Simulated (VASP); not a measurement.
# KBr (Fd-3m) in VASP: single point with PBE

Aim: the single point of KBr with PBE.

All numbers are computed with VASP 6.6.1; they aren't measurements. Logs are shortened: lines on timing, memory, paths and dates and some standing lists are left out, and cuts for length are marked.

### 1 The cell of the first run

The structure is cubic, space group Fd-3m (No. 227). Conventional cell: a = 8.115 Å, b = 8.115 Å, c = 8.115 Å, α = 90.00°, β = 90.00°, γ = 90.00°. K (site symmetry -43m) has 10 Br at 3.51 to 4.06 Å and 4 K at 3.51 Å within 4.6 Å. Br (site symmetry -43m) has 4 Br at 3.51 Å and 10 K at 3.51 to 4.06 Å within 4.6 Å.

### 2 Single point, PBE

Contents of INCAR:

```
PREC = Accurate
ENCUT = 500
EDIFF = 1E-6
ISMEAR = 0
SIGMA = 0.15
LREAL = F
LASPH = T
NELM = 120
ALGO = Normal
ISIF = 2
LWAVE = F
LCHARG = T
GGA = PE
LELF = T
LVHAR = T
NBANDS = 24
GGA_COMPAT = F
```

Contents of KPOINTS:

```
regular mesh
0
Gamma
  3 3 3
```

Contents of POSCAR:

```
KBr
1.0
    0.0000000000      4.0573339953      4.0573339953
    4.0573339953      0.0000000000      4.0573339953
    4.0573339953      4.0573339953      0.0000000000
K Br
2 2
Direct
    0.0000000000      0.0000000000      0.0000000000
    0.2500000000      0.2500000000      0.2500000000
    0.5000000000      0.5000000000      0.5000000000
    0.7500000000      0.7500000000      0.7500000000
```

Potentials or basis: VASP PAW PBE potentials, release 64 (K_sv, Br).

On the command line:

```console
$ cat potpaw_PBE.64/K_sv/POTCAR potpaw_PBE.64/Br/POTCAR > POTCAR
$ mpirun -np 1 vasp_std > vasp.out
```

OUTCAR:

```text
PREC = Accurate
   ENCUT = 500
   EDIFF = 1E-6
   ISMEAR = 0
   LREAL = F
   LASPH = T
   NELM = 120
   ISIF = 2
   GGA = PE

 ion  position               nearest neighbor table
   1  0.000  0.000  0.000-   2 3.51   2 3.51   2 3.51   2 3.51
   2  0.250  0.250  0.250-   1 3.51   1 3.51   1 3.51   1 3.51
   3  0.500  0.500  0.500-
   4  0.750  0.750  0.750-

  LATTYP: Found a face centered cubic cell.
 ALAT       =     8.1146679906

  Lattice vectors:

 A1 = (   0.0000000000,   4.0573339953,   4.0573339953)
 A2 = (   4.0573339953,   0.0000000000,   4.0573339953)
 A3 = (   4.0573339953,   4.0573339953,   0.0000000000)

Analysis of symmetry for initial positions (statically):
=====================================================================
 Subroutine PRICEL returns:
 Original cell was already a primitive cell.

 Routine SETGRP: Setting up the symmetry group for a
 face centered cubic supercell.

 Subroutine GETGRP returns: Found 48 space group operations
 (whereof 24 operations were pure point group operations)
 out of a pool of 48 trial point group operations.

The static configuration has the point symmetry T_d .
 The point group associated with its full space group is O_h .

Analysis of symmetry for dynamics (positions and initial velocities):
=====================================================================
 Subroutine PRICEL returns:
 Original cell was already a primitive cell.

 Routine SETGRP: Setting up the symmetry group for a
 face centered cubic supercell.

 Subroutine GETGRP returns: Found 48 space group operations
 (whereof 24 operations were pure point group operations)
 out of a pool of 48 trial point group operations.

The dynamic configuration has the point symmetry T_d .
 The point group associated with its full space group is O_h .

 Subroutine INISYM returns: Found 48 space group operations
 (whereof 24 operations are pure point group operations),
 and found     1 'primitive' translations

----------------------------------------------------------------------------------------

                                     Primitive cell

  volume of cell :     133.5833

  direct lattice vectors                    reciprocal lattice vectors
     0.000000000  4.057333995  4.057333995    -0.123233631  0.123233631  0.123233631
     4.057333995  0.000000000  4.057333995     0.123233631 -0.123233631  0.123233631
     4.057333995  4.057333995  0.000000000     0.123233631  0.123233631 -0.123233631

  length of vectors
     5.737936763  5.737936763  5.737936763     0.213446910  0.213446910  0.213446910

  position of ions in fractional coordinates (direct lattice)
     0.000000000  0.000000000  0.000000000
     0.250000000  0.250000000  0.250000000
     0.500000000  0.500000000  0.500000000
     0.750000000  0.750000000  0.750000000

  ion indices of the primitive-cell ions
   primitive index   ion index
                 1           1
                 2           2
                 3           3
                 4           4

----------------------------------------------------------------------------------------

 KPOINTS: regular mesh

Automatic generation of k-mesh.
 Grid dimensions read from file:
 generate k-points for:    3    3    3

 Generating k-lattice:

  Cartesian coordinates                     Fractional coordinates (reciprocal lattice)
    -0.041077877  0.041077877  0.041077877     0.333333333  0.000000000  0.000000000
     0.041077877 -0.041077877  0.041077877     0.000000000  0.333333333  0.000000000
     0.041077877  0.041077877 -0.041077877     0.000000000  0.000000000  0.333333333

  Length of vectors
     0.071148970  0.071148970  0.071148970

  Shift w.r.t. Gamma in fractional coordinates (k-lattice)
     0.000000000  0.000000000  0.000000000

 Subroutine IBZKPT returns following result:
 ===========================================

 Found      4 irreducible k-points:

 Following reciprocal coordinates:
            Coordinates               Weight
  0.000000  0.000000  0.000000      1.000000
  0.333333  0.000000  0.000000      8.000000
  0.333333  0.333333  0.000000      6.000000
 -0.333333  0.333333  0.000000     12.000000
   k-points           NKPTS =      4   k-points in BZ     NKDIM =      4   number of bands    NBANDS=     24
   number of dos      NEDOS =    301   number of ions     NIONS =      4
   total plane-waves  NPLWV =  74088
   dimension x,y,z NGX =    42 NGY =   42 NGZ =   42
   dimension x,y,z NGXF=    84 NGYF=   84 NGZF=   84
   ions per type =               2   2
   NGX,Y,Z   is equivalent  to a cutoff of  12.17, 12.17, 12.17 a.u.
   NGXF,Y,Z  is equivalent  to a cutoff of  24.34, 24.34, 24.34 a.u.
 SYSTEM =  unknown system
   PREC   = accura    normal or accurate (medium, high low for compatibility)
   ISTART =      0    job   : 0-new  1-cont  2-samecut
   ICHARG =      2    charge: 1-file 2-atom 10-const
   ISPIN  =      1    spin polarized calculation?
   LNONCOLLINEAR =      F non collinear calculations
   LSORBIT =      F    spin-orbit coupling
   LASPH  =      T    aspherical Exc in radial PAW
   ENCUT  =  500.0 eV  36.75 Ry    6.06 a.u.  10.46 10.46 10.46*2*pi/ulx,y,z
   NELM   =    120;   NELMIN=  2; NELMDL= -5     # of ELM steps
   EDIFF  = 0.1E-05   stopping-criterion for ELM
   LREAL  =      F    real-space projection
   EDIFFG = 0.1E-04   stopping-criterion for IOM
   NSW    =      0    number of steps for IOM
   IBRION =     -1    ionic relax: 0-MD 1-quasi-New 2-CG
   NFREE  =      0    steps in history (QN), initial steepest desc. (CG)
   ISIF   =      2    stress and relaxation
   ISYM   =      2    0-nonsym 1-usesym 2-fastsym
   POTIM  = 0.5000    time-step for ionic-motion
   TEBEG  =    0.0;   TEEND  =   0.0 temperature during run
   PSTRESS=    0.0 pullay stress
   NELECT =      32.0000    total number of electrons
   NUPDOWN=      -1.0000    fix difference up-down
   EMIN   =  10.00;   EMAX   =-10.00  energy-range for DOS
   EFERMI =   0.00;   METHOD = LEGACY
   ISMEAR =     0;   SIGMA  =   0.15  broadening in eV -4-tet -1-fermi 0-gaus
   EFERMI_NEDOS =   21; number of points for ismear=-14 and -15
   IALGO  =     38    algorithm
   IMIX   =      4    mixing-type and parameters
     AMIX     =   0.40;   BMIX     =  1.00
     AMIX_MAG =   1.60;   BMIX_MAG =  1.00
  volume/ion in A,a.u.               =      33.40       225.37
  Fermi-wavevector in a.u.,A,eV,Ry     =   1.016734  1.921349 14.064999  1.033748
  Thomas-Fermi vector in A             =   2.150095
   LORBIT       =      0    0 simple, 1 ext, 2 COOP (PROOUT), +10 PAW based schemes
   GGA     = PE    functional components
   LHFCALC =     F    Hartree Fock is set to
   AEXX    =    0.0000 exact exchange contribution
   IVDW    =     0    specifies the selected vdW correction
   LEPSILON=     F    determine dielectric tensor
   LRPA    =     F    only Hartree local field effects (RPA)
 non-spin polarized calculation
 Gauss-broadening in eV      SIGMA  =   0.15
  energy-cutoff  :      500.00
  volume of cell :      133.58
 maximum number of plane-waves:      3399
 NGX is ok and might be reduce to    42
   NGX = 21   NGY = 21   NGZ = 21

 number of electron      31.9999992 magnetization

 Free energy of the ion-electron system (eV)
  ---------------------------------------------------
  ext. energy  EPLUGINS =         0.00000000
  ---------------------------------------------------
  free energy    TOTEN  =       -10.60098459 eV

  energy without entropy =      -10.60098459  energy(sigma->0) =      -10.60098459

 E-fermi :   0.7894     XC(G=0):  -7.8086

 val. band max:       -0.0103336313   @ k =  -0.3333   0.3333   0.0000
 cond. band min:       2.5645626099   @ k =   0.0000   0.0000   0.0000
 fundamental gap:      2.5748962412
 Fermi energy:         0.7893621518

 k-point     1 :       0.0000    0.0000    0.0000
  band No.  band energies     occupation
      1     -30.2017      2.00000
      2     -30.1103      2.00000
      3     -13.7509      2.00000
      4     -13.7509      2.00000
      5     -13.7509      2.00000
      6     -13.5241      2.00000
[... 16 lines left out ...]
     23       7.6793      0.00000
     24       7.6793      0.00000

 k-point     2 :       0.3333    0.0000    0.0000
  band No.  band energies     occupation
      1     -30.1862      2.00000
      2     -30.1258      2.00000
      3     -13.8261      2.00000
      4     -13.7742      2.00000
      5     -13.7742      2.00000
      6     -13.5535      2.00000
[... 16 lines left out ...]
     23       6.6427      0.00000
     24       7.4201      0.00000

 k-point     3 :       0.3333    0.3333    0.0000
  band No.  band energies     occupation
      1     -30.1788      2.00000
      2     -30.1331      2.00000
      3     -13.7998      2.00000
      4     -13.7998      2.00000
      5     -13.7179      2.00000
      6     -13.6770      2.00000
[... 16 lines left out ...]
     23       6.3566      0.00000
     24       7.9749      0.00000

 k-point     4 :      -0.3333    0.3333    0.0000
  band No.  band energies     occupation
      1     -30.1674      2.00000
      2     -30.1445      2.00000
      3     -13.8884      2.00000
      4     -13.7972      2.00000
      5     -13.7021      2.00000
      6     -13.5955      2.00000
[... 16 lines left out ...]
     23       6.8779      0.00000
     24       7.2118      0.00000

------------------------ aborting loop because EDIFF is reached ----------------------------------------

  FORCE on cell =-STRESS in cart. coord.  units (eV):
  Direction    XX          YY          ZZ          XY          YZ          ZX
  --------------------------------------------------------------------------------------
  -------------------------------------------------------------------------------------
  Total        0.2455656      0.2455656      0.2455656     -0.0000000     -0.0000000      0.0000000
  in kB        2.9452751      2.9452751      2.9452751     -0.0000000     -0.0000000      0.0000000
  external PRESSURE =       2.9452751 kB  Pullay stress =       0.0000000 kB

 VOLUME and BASIS-vectors are now :
 -----------------------------------------------------------------------------
  energy-cutoff  :      500.00
  volume of cell :      133.58
      direct lattice vectors                 reciprocal lattice vectors
     0.000000000  4.057333995  4.057333995    -0.123233631  0.123233631  0.123233631
     4.057333995  0.000000000  4.057333995     0.123233631 -0.123233631  0.123233631
     4.057333995  4.057333995  0.000000000     0.123233631  0.123233631 -0.123233631

 POSITION                                       TOTAL-FORCE (eV/Angst)
 -----------------------------------------------------------------------------------
      0.00000      0.00000      0.00000        -0.000000      0.000000     -0.000000
      2.02867      2.02867      2.02867        -0.000000      0.000000     -0.000000
      4.05733      4.05733      4.05733         0.000000      0.000000      0.000000
      6.08600      6.08600      6.08600        -0.000000     -0.000000     -0.000000
 -----------------------------------------------------------------------------------
    total drift:                               -0.000000     -0.000000      0.000000

  FREE ENERGIE OF THE ION-ELECTRON SYSTEM (eV)
  ---------------------------------------------------
  free  energy   TOTEN  =       -10.6009845948 eV

  energy  without entropy=      -10.6009845948  energy(sigma->0) =      -10.60098459
```

It took 52 s on 1 thread of Intel Xeon 8259CL, shared host; peak memory 0.24 GiB.

Results:

```yaml
Free_energy: -10.6010 eV
Pressure: 0.3 GPa
Band_gap_on_the_k_mesh: 2.57 eV, indirect (least direct gap 3.24 eV)
```

Levels at points of the mesh, in eV from the valence-band top:
```csv
k point,band 12,band 13,band 14,band 15,band 16,band 17,band 18,band 19,band 20,band 21
"(0.00, 0.00, 0.00)",-1.62,-1.62,-0.66,-0.66,-0.66,2.57,4.85,4.85,6.46,6.46
```

Caveat: the k points lie up to 0.45 Å⁻¹ apart. A k mesh can miss the band edges.
